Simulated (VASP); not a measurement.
# Si (Ibca) in VASP: notebook

The runs below take Si through single point, with PBEsol.

Everything below comes from runs of VASP 6.6.1. Logs are shortened: lines on timing, memory, paths and dates and some standing lists are left out, and cuts for length are marked.

## (1) The cell of the first run

Symmetry: Ibca, No. 73, orthorhombic system. Conventional cell: a = 6.255 Å, b = 6.724 Å, c = 6.724 Å, α = 90.00°, β = 90.00°, γ = 90.00°. Within 3.0 Å of Si (site symmetry 1) lie 4 Si at 2.30 to 2.42 Å.

## (2) Single point, PBEsol (17.68 Å³/atom)

The input, INCAR:

```
SYSTEM = Si
  PREC = Accurate
  ENCUT = 520
  EDIFF = 1E-6
  ISMEAR = 0
  SIGMA = 0.15
  LREAL = .FALSE.
  LASPH = .TRUE.
  NELM = 100
  ALGO = Normal
  ISIF = 2
  LWAVE = .FALSE.
  LCHARG = .FALSE.
  GGA = PS
  NBANDS = 26
```

The input, KPOINTS:

```
Automatic mesh
0
G
  10 10 10
  0 0 0
```

The input, POSCAR:

```
Si
1.0
   -3.3622416989      3.3622416989      3.1275572283
    3.3622416989     -3.3622416989      3.1275572283
    3.3622416989      3.3622416989     -3.1275572283
Si
8
Direct
    0.2047947401      0.2047947401      0.2047947401
    0.5000000000      0.0000000000      0.2952052599
    0.2952052599      0.5000000000      0.0000000000
    0.0000000000      0.2952052599      0.5000000000
    0.7952052599      0.7952052599      0.7952052599
    0.5000000000      0.0000000000      0.7047947401
    0.7047947401      0.5000000000      0.0000000000
    0.0000000000      0.7047947401      0.5000000000
```

Potentials or basis: VASP PAW PBE potentials, release 64 (Si).

On the command line:

```
$ cat potpaw_PBE.64/Si/POTCAR > POTCAR
$ mpirun -np 1 vasp_std > vasp.out
```

OUTCAR:

```text
SYSTEM = Si
   PREC = Accurate
   ENCUT = 520
   EDIFF = 1E-6
   ISMEAR = 0
   LREAL = .FALSE.
   LASPH = .TRUE.
   NELM = 100
   ISIF = 2
   GGA = PS

 ion  position               nearest neighbor table
   1  0.205  0.205  0.205-   3 2.30   5 2.33   4 2.36   2 2.42
   2  0.500  0.000  0.295-   4 2.30   6 2.33   3 2.36   1 2.42
   3  0.295  0.500  0.000-   1 2.30   7 2.33   2 2.36   4 2.42
   4  0.000  0.295  0.500-   2 2.30   8 2.33   1 2.36   3 2.42
   5  0.795  0.795  0.795-   7 2.30   1 2.33   8 2.36   6 2.42
   6  0.500  0.000  0.705-   8 2.30   2 2.33   7 2.36   5 2.42
   7  0.705  0.500  0.000-   5 2.30   3 2.33   6 2.36   8 2.42
   8  0.000  0.705  0.500-   6 2.30   4 2.33   5 2.36   7 2.42

  LATTYP: Found a body centered tetragonal cell.
 ALAT       =     6.7244833978
 C/A-ratio  =     0.9302000000

  Lattice vectors:

 A1 = (  -3.3622416989,   3.3622416989,   3.1275572283)
 A2 = (   3.3622416989,  -3.3622416989,   3.1275572283)
 A3 = (   3.3622416989,   3.3622416989,  -3.1275572283)

Analysis of symmetry for initial positions (statically):
=====================================================================
 Subroutine PRICEL returns:
 Original cell was already a primitive cell.

 Routine SETGRP: Setting up the symmetry group for a
 body centered tetragonal supercell.

 Subroutine GETGRP returns: Found  8 space group operations
 (whereof  2 operations were pure point group operations)
 out of a pool of 16 trial point group operations.

The static configuration has the point symmetry S_2 .
 The point group associated with its full space group is D_2h.

Analysis of symmetry for dynamics (positions and initial velocities):
=====================================================================
 Subroutine PRICEL returns:
 Original cell was already a primitive cell.

 Routine SETGRP: Setting up the symmetry group for a
 body centered tetragonal supercell.

 Subroutine GETGRP returns: Found  8 space group operations
 (whereof  2 operations were pure point group operations)
 out of a pool of 16 trial point group operations.

The dynamic configuration has the point symmetry S_2 .
 The point group associated with its full space group is D_2h.

 Subroutine INISYM returns: Found  8 space group operations
 (whereof  2 operations are pure point group operations),
 and found     1 'primitive' translations

----------------------------------------------------------------------------------------

                                     Primitive cell

  volume of cell :     141.4240

  direct lattice vectors                    reciprocal lattice vectors
    -3.362241699  3.362241699  3.127557228     0.000000000  0.148710308  0.159869177
     3.362241699 -3.362241699  3.127557228     0.148710308  0.000000000  0.159869177
     3.362241699  3.362241699 -3.127557228     0.148710308  0.148710308  0.000000000

  length of vectors
     5.691305009  5.691305009  5.691305009     0.218341269  0.218341269  0.210308135

  position of ions in fractional coordinates (direct lattice)
     0.204794740  0.204794740  0.204794740
     0.500000000  1.000000000  0.295205260
     0.295205260  0.500000000  0.000000000
     0.000000000  0.295205260  0.500000000
     0.795205260  0.795205260  0.795205260
     0.500000000  0.000000000  0.704794740
     0.704794740  0.500000000  0.000000000
     1.000000000  0.704794740  0.500000000

  ion indices of the primitive-cell ions
   primitive index   ion index
                 1           1
                 2           2
                 3           3
                 4           4
                 5           5
                 6           6
                 7           7
                 8           8

----------------------------------------------------------------------------------------

 KPOINTS: Automatic mesh

Automatic generation of k-mesh.
 Grid dimensions read from file:
 generate k-points for:   10   10   10

 Generating k-lattice:

  Cartesian coordinates                     Fractional coordinates (reciprocal lattice)
     0.000000000  0.014871031  0.015986918     0.100000000 -0.000000000  0.000000000
     0.014871031  0.000000000  0.015986918    -0.000000000  0.100000000  0.000000000
     0.014871031  0.014871031  0.000000000     0.000000000  0.000000000  0.100000000

  Length of vectors
     0.021834127  0.021834127  0.021030814

  Shift w.r.t. Gamma in fractional coordinates (k-lattice)
     0.000000000  0.000000000  0.000000000

 Subroutine IBZKPT returns following result:
 ===========================================

 Found    171 irreducible k-points:

 Following reciprocal coordinates:
            Coordinates               Weight
  0.000000  0.000000  0.000000      1.000000
  0.100000  0.000000 -0.000000      4.000000
  0.100000  0.000000 -0.100000      4.000000
  0.200000  0.000000 -0.000000      4.000000
  0.200000  0.000000 -0.200000      4.000000
  0.300000  0.000000 -0.000000      4.000000
[... 16 lines left out ...]
 -0.300000  0.100000  0.000000      8.000000
 -0.200000 -0.000000  0.300000      8.000000
 [... further k-points ...]
   k-points           NKPTS =    171   k-points in BZ     NKDIM =    171   number of bands    NBANDS=     26
   number of dos      NEDOS =    301   number of ions     NIONS =      8
   total plane-waves  NPLWV =  74088
   dimension x,y,z NGX =    42 NGY =   42 NGZ =   42
   dimension x,y,z NGXF=    84 NGYF=   84 NGZF=   84
   ions per type =               8
   NGX,Y,Z   is equivalent  to a cutoff of  12.27, 12.27, 12.27 a.u.
   NGXF,Y,Z  is equivalent  to a cutoff of  24.54, 24.54, 24.54 a.u.
 SYSTEM =  Si
   PREC   = accura    normal or accurate (medium, high low for compatibility)
   ISTART =      0    job   : 0-new  1-cont  2-samecut
   ICHARG =      2    charge: 1-file 2-atom 10-const
   ISPIN  =      1    spin polarized calculation?
   LNONCOLLINEAR =      F non collinear calculations
   LSORBIT =      F    spin-orbit coupling
   LASPH  =      T    aspherical Exc in radial PAW
   ENCUT  =  520.0 eV  38.22 Ry    6.18 a.u.  10.58 10.58 10.58*2*pi/ulx,y,z
   NELM   =    100;   NELMIN=  2; NELMDL= -5     # of ELM steps
   EDIFF  = 0.1E-05   stopping-criterion for ELM
   LREAL  =      F    real-space projection
   EDIFFG = 0.1E-04   stopping-criterion for IOM
   NSW    =      0    number of steps for IOM
   IBRION =     -1    ionic relax: 0-MD 1-quasi-New 2-CG
   NFREE  =      0    steps in history (QN), initial steepest desc. (CG)
   ISIF   =      2    stress and relaxation
   ISYM   =      2    0-nonsym 1-usesym 2-fastsym
   POTIM  = 0.5000    time-step for ionic-motion
   TEBEG  =    0.0;   TEEND  =   0.0 temperature during run
   PSTRESS=    0.0 pullay stress
   NELECT =      32.0000    total number of electrons
   NUPDOWN=      -1.0000    fix difference up-down
   EMIN   =  10.00;   EMAX   =-10.00  energy-range for DOS
   EFERMI =   0.00;   METHOD = LEGACY
   ISMEAR =     0;   SIGMA  =   0.15  broadening in eV -4-tet -1-fermi 0-gaus
   EFERMI_NEDOS =   21; number of points for ismear=-14 and -15
   IALGO  =     38    algorithm
   IMIX   =      4    mixing-type and parameters
     AMIX     =   0.40;   BMIX     =  1.00
     AMIX_MAG =   1.60;   BMIX_MAG =  1.00
  volume/ion in A,a.u.               =      17.68       119.30
  Fermi-wavevector in a.u.,A,eV,Ry     =   0.997586  1.885165 13.540223  0.995178
  Thomas-Fermi vector in A             =   2.129752
   LORBIT       =      0    0 simple, 1 ext, 2 COOP (PROOUT), +10 PAW based schemes
   GGA     = PS    functional components
   LHFCALC =     F    Hartree Fock is set to
   AEXX    =    0.0000 exact exchange contribution
   IVDW    =     0    specifies the selected vdW correction
   LEPSILON=     F    determine dielectric tensor
   LRPA    =     F    only Hartree local field effects (RPA)
 non-spin polarized calculation
 Gauss-broadening in eV      SIGMA  =   0.15
  energy-cutoff  :      520.00
  volume of cell :      141.42
 maximum number of plane-waves:      3859
   NGX = 21   NGY = 21   NGZ = 21

 number of electron      31.9999998 magnetization

 Free energy of the ion-electron system (eV)
  ---------------------------------------------------
  ext. energy  EPLUGINS =         0.00000000
  ---------------------------------------------------
  free energy    TOTEN  =       -44.78126501 eV

  energy without entropy =      -44.76856068  energy(sigma->0) =      -44.77491284

 E-fermi :   7.3580     XC(G=0): -10.2083

 val. band max:        7.3470744350   @ k =   0.5000   0.5000   0.5000
 cond. band min:       7.3636174840   @ k =   0.5000   0.5000   0.3000
 fundamental gap:      0.0165430490
 Fermi energy:         7.3579939024

 k-point     1 :       0.0000    0.0000    0.0000
  band No.  band energies     occupation
      1      -5.5287      2.00000
      2      -0.9922      2.00000
      3      -0.9877      2.00000
      4      -0.4772      2.00000
      5      -0.3083      2.00000
      6       0.7684      2.00000
[... 18 lines left out ...]
     25      12.9645      0.00000
     26      12.9917      0.00000

 k-point     2 :       0.1000    0.0000   -0.0000
  band No.  band energies     occupation
      1      -5.4637      2.00000
      2      -1.1559      2.00000
      3      -1.1217      2.00000
      4      -0.8087      2.00000
      5      -0.2820      2.00000
      6       0.8568      2.00000
[... 18 lines left out ...]
     25      12.7713      0.00000
     26      12.9384      0.00000

 k-point     3 :       0.1000    0.0000   -0.1000
  band No.  band energies     occupation
      1      -5.4636      2.00000
      2      -1.2992      2.00000
      3      -0.9767      2.00000
      4      -0.7103      2.00000
      5      -0.3757      2.00000
      6       0.6696      2.00000
[... 572 lines left out ...]
 k-point    23 :      -0.3000    0.1000    0.0000
  band No.  band energies     occupation
      1      -5.0913      2.00000
      2      -2.0339      2.00000
      3      -1.8965      2.00000
      4      -1.2874      2.00000
      5      -0.1458      2.00000
      6       0.7411      2.00000
[... 18 lines left out ...]
     25      11.9550      0.00000
     26      12.4440      0.00000

 k-point    24 :      -0.2000   -0.0000    0.3000
  band No.  band energies     occupation
      1      -5.0908      2.00000
      2      -2.0510      2.00000
      3      -1.9347      2.00000
      4      -1.1977      2.00000
      5       0.0006      2.00000
      6       0.3363      2.00000
[... 18 lines left out ...]
     25      12.3460      0.00000
     26      12.5533      0.00000

 [... further k-points ...]

------------------------ aborting loop because EDIFF is reached ----------------------------------------

  FORCE on cell =-STRESS in cart. coord.  units (eV):
  Direction    XX          YY          ZZ          XY          YZ          ZX
  --------------------------------------------------------------------------------------
  -------------------------------------------------------------------------------------
  Total       -1.3826948     -1.0875393      7.9123925     -0.0000000      0.0000000      0.0000000
  in kB      -15.6644016    -12.3206162     89.6386465     -0.0000000      0.0000000      0.0000000
  external PRESSURE =      20.5512096 kB  Pullay stress =       0.0000000 kB

 VOLUME and BASIS-vectors are now :
 -----------------------------------------------------------------------------
  energy-cutoff  :      520.00
  volume of cell :      141.42
      direct lattice vectors                 reciprocal lattice vectors
    -3.362241699  3.362241699  3.127557228     0.000000000  0.148710308  0.159869177
     3.362241699 -3.362241699  3.127557228     0.148710308  0.000000000  0.159869177
     3.362241699  3.362241699 -3.127557228     0.148710308  0.148710308  0.000000000

 POSITION                                       TOTAL-FORCE (eV/Angst)
 -----------------------------------------------------------------------------------
      0.68857      0.68857      0.64051        -0.075016      0.473755     -0.239307
     -0.68857      2.67367      0.64051         0.075016     -0.473755     -0.239307
      0.68857     -0.68857      2.48705        -0.075016     -0.473755      0.239307
      2.67367      0.68857     -0.64051         0.075016      0.473755      0.239307
      2.67367      2.67367      2.48705         0.075016     -0.473755      0.239307
      0.68857      4.05081     -0.64051        -0.075016      0.473755      0.239307
     -0.68857      0.68857      3.76806         0.075016      0.473755     -0.239307
      4.05081     -0.68857      0.64051        -0.075016     -0.473755     -0.239307
 -----------------------------------------------------------------------------------
    total drift:                                0.000000     -0.000000      0.000000

  FREE ENERGIE OF THE ION-ELECTRON SYSTEM (eV)
  ---------------------------------------------------
  free  energy   TOTEN  =       -44.7812650083 eV

  energy  without entropy=      -44.7685606813  energy(sigma->0) =      -44.77491284
```

It took 5.4 min on 1 thread of Intel Xeon 6975P-C (Granite Rapids), shared host; peak memory 0.54 GiB.

Results:

* Free energy: -44.7813 eV
* Pressure: 2.1 GPa
* Largest force: 0.536 eV/Å
* Band gap on the k mesh: zero (bands 16 and 17 overlap by 0.33 eV)

Forces in eV/Å, atoms in the order of the input:
```
Si  -0.075  0.474 -0.239
Si   0.075 -0.474 -0.239
Si  -0.075 -0.474  0.239
Si   0.075  0.474  0.239
Si   0.075 -0.474  0.239
Si  -0.075  0.474  0.239
Si   0.075  0.474 -0.239
Si  -0.075 -0.474 -0.239
```

Stress tensor (GPa, compression positive):
```
-1.57  0.00  0.00
 0.00 -1.23  0.00
 0.00  0.00  8.96
```

Levels at points of the mesh, in eV from the Fermi level:
```
           k point  band 14  band 15  band 16  band 17  band 18  band 19
(0.00, 0.00, 0.00)    -1.71    -1.64    -0.25     1.19     1.28     2.84
(0.50, 0.00, 0.00)    -2.01    -1.56    -1.56     0.70     0.70     1.90
(0.50, 0.00, 0.50)    -1.90    -1.17    -1.17     0.11     0.11     2.08
(0.50, 0.50, 0.00)    -2.17    -1.12    -1.12     0.32     0.32     1.90
(0.50, 0.50, 0.50)    -0.59    -0.01     0.23     0.62     2.34     2.65
```

Caveat: semilocal functionals underestimate gaps, so a narrow gap can read as zero; the PAW data sets were made with another functional, which shifts forces and pressure a little.

## (3) Single point, PBEsol (17.68 Å³/atom)

The input, INCAR:

```
ALGO = Normal
EDIFF = 1E-7
ENCUT = 520
GGA = PS
ISIF = 2
ISMEAR = 0
LASPH = T
LCHARG = F
LREAL = F
LWAVE = F
NBANDS = 26
NELM = 100
PREC = Accurate
SIGMA = 0.15
```

The input, KPOINTS:

```
k-points
0
Gamma
  10 10 10
```

POSCAR, as its differences from that of step 2:

```diff
@@ -2,5 +2,5 @@
 1.0
-   -3.3622416989      3.3622416989      3.1275572283
-    3.3622416989     -3.3622416989      3.1275572283
-    3.3622416989      3.3622416989     -3.1275572283
+   -3.1527703913      3.1527703913      3.5569555555
+    3.1527703913     -3.1527703913      3.5569555555
+    3.1527703913      3.1527703913     -3.5569555555
 Si
```

Potentials or basis: VASP PAW PBE potentials, release 64 (Si).

On the command line:

```
$ cat potpaw_PBE.64/Si/POTCAR > POTCAR
$ mpirun -np 1 vasp_std > vasp.out
```

Wall time 5.1 min (1 thread of Intel Xeon 6975P-C (Granite Rapids), shared host); peak memory 0.54 GiB.

It converged, with:

| Property | Result |
| --- | --- |
| Free energy | -44.3498 eV |
| Pressure | 2.4 GPa |
| Largest force | 0.879 eV/Å |
| Band gap on the k mesh | zero (bands 16 and 17 overlap by 0.63 eV) |

Forces on the atoms (eV/Å):
```
Si   0.413 -0.656  0.414
Si  -0.413  0.656  0.414
Si   0.413  0.656 -0.414
Si  -0.413 -0.656 -0.414
Si  -0.413  0.656 -0.414
Si   0.413 -0.656 -0.414
Si  -0.413 -0.656  0.414
Si   0.413  0.656  0.414
```

Stress tensor (GPa, compression positive):
```
 7.81  0.00  0.00
 0.00  8.96  0.00
 0.00  0.00 -9.71
```

Levels at points of the mesh, in eV from the Fermi level:
```csv
k point,band 13,band 14,band 15,band 16,band 17,band 18,band 19,band 20
"(0.00, 0.00, 0.00)",-3.90,-2.47,-1.03,0.01,0.17,2.49,2.76,3.19
"(0.50, 0.00, 0.00)",-1.82,-1.82,-0.70,-0.70,-0.15,-0.15,2.18,2.18
"(0.00, 0.50, 0.00)",-1.90,-1.90,-1.44,-1.44,0.90,0.90,1.93,1.93
"(0.50, 0.50, 0.00)",-1.98,-1.98,-1.66,-1.66,0.48,0.48,1.45,1.45
"(0.50, 0.50, 0.50)",-2.54,-0.55,-0.29,0.11,0.98,1.82,2.10,2.40
```

Caveat: semilocal functionals underestimate gaps, so a narrow gap can read as zero; the PAW data sets were made with another functional, which shifts forces and pressure a little.
